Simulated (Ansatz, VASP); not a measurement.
Two plane-wave programs on MoW5

```
Mo W
1.0
     3.17984    0.00000    0.00000
     0.00000    3.17984    0.00000
     0.00000    0.00000    9.54179
Mo W
1 5
Direct
  0.50000 0.50000 0.50000
  0.00000 0.00000 0.66593
  0.50000 0.50000 0.83286
  0.00000 0.00000 0.00000
  0.50000 0.50000 0.16714
  0.00000 0.00000 0.33407
```

Alike in both runs: functional PBE; k mesh 12 × 12 × 4; occupations gaussian, width 0.1 eV; no spin polarisation.

Ansatz relaxed the structure, and its values are those at the end. VASP's run is a single point on that final structure, the one shown.

|  | VASP | Ansatz |
| --- | --- | --- |
| version | VASP 6.6.1 | Ansatz 0.2.0 |
| potentials or method | VASP PAW PBE potentials, release 64 (Mo_sv, W_sv), cutoff 520 eV | scalar-relativistic, plane waves, PAW |
| valence electrons in the cell | 84 | 84 |

```csv
,VASP,Ansatz,Ansatz less VASP
gap on the k mesh at the Fermi level (eV),none,none,-
pressure (GPa),0.5,0.0,-0.51
```

A gap of «none» marks a metal or a gap that the smearing closes.

Neither program's run includes spin-orbit coupling.
